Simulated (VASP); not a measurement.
Wanted: the native input for a VASP 6.6.1 run.

```
Task                   : relaxation of cell and atoms
Functional             : PBE
Potentials or basis    : VASP PAW PBE potentials, release 64 (Cs_sv, Au)
Cutoff                 : 600 eV
k mesh                 : 10 × 10 × 10
Occupations            : gaussian, width 0.1 eV
Spin                   : no spin polarisation
Dipole correction      : no
Further INCAR settings : ALGO = Fast; EDIFF = 1e-06; IBRION = 2; EDIFFG = -0.01; NSW = 100; ISIF = 3
```

The structure of Cs2Au lies in POSCAR:

```
Cs2Au
1.0
    0.0000000000      4.3493531579      4.3493531579
    4.3493531579      0.0000000000      4.3493531579
    4.3493531579      4.3493531579      0.0000000000
Cs Au
2 1
Direct
    0.0000000000      0.0000000000      0.0000000000
    0.7500000000      0.7500000000      0.7500000000
    0.2500000000      0.2500000000      0.2500000000
```

One way to write it, as run:

INCAR

```
SYSTEM = Cs2Au
PREC     = Accurate       ! precision mode
ENCUT    = 600            ! plane-wave cutoff, eV
EDIFF    = 1E-6           ! SCF threshold, eV
ISMEAR   = 0              ! smearing method
SIGMA    = 0.1            ! smearing width, eV
LREAL    = .False.        ! projectors in reciprocal space
LASPH    = .True.         ! aspherical terms in the spheres
NELM     = 100            ! most SCF steps
ALGO     = Fast           ! electronic algorithm
ISIF     = 3              ! what is computed and relaxed
LWAVE    = .False.        ! write WAVECAR
LCHARG   = .False.        ! write CHGCAR
GGA      = PE             ! functional
IBRION   = 2              ! ionic algorithm
NSW      = 100            ! ionic steps
EDIFFG   = -0.01          ! ionic threshold
```

KPOINTS

```
regular mesh
0
Gamma
  10 10 10
  0 0 0
```

Potentials or basis: VASP PAW PBE potentials, release 64 (Cs_sv, Au).

Launch:

```sh
$ cat potpaw_PBE.64/Cs_sv/POTCAR potpaw_PBE.64/Au/POTCAR > POTCAR
$ mpirun -np 1 vasp_std > vasp.out
```

Results of the run:

```
Relaxed volume                         : 55.47 Å³/atom
Relaxed cell                           : a = 6.174 Å, b = 6.174 Å, c = 6.174 Å, α = 60.00°, β = 60.00°, γ = 60.00°
Space group after relaxing (to 0.05 Å) : F-43m (No. 216)
Energy gained by relaxing              : 0.1 meV/atom
Ionic steps                            : 3
Pressure after relaxing                : 0.0 GPa
```

Run time: 6.5 min on 1 thread of Intel(R) Xeon(R) Platinum 8488C (Sapphire Rapids), with other jobs on the host, peak memory 0.47 GiB.
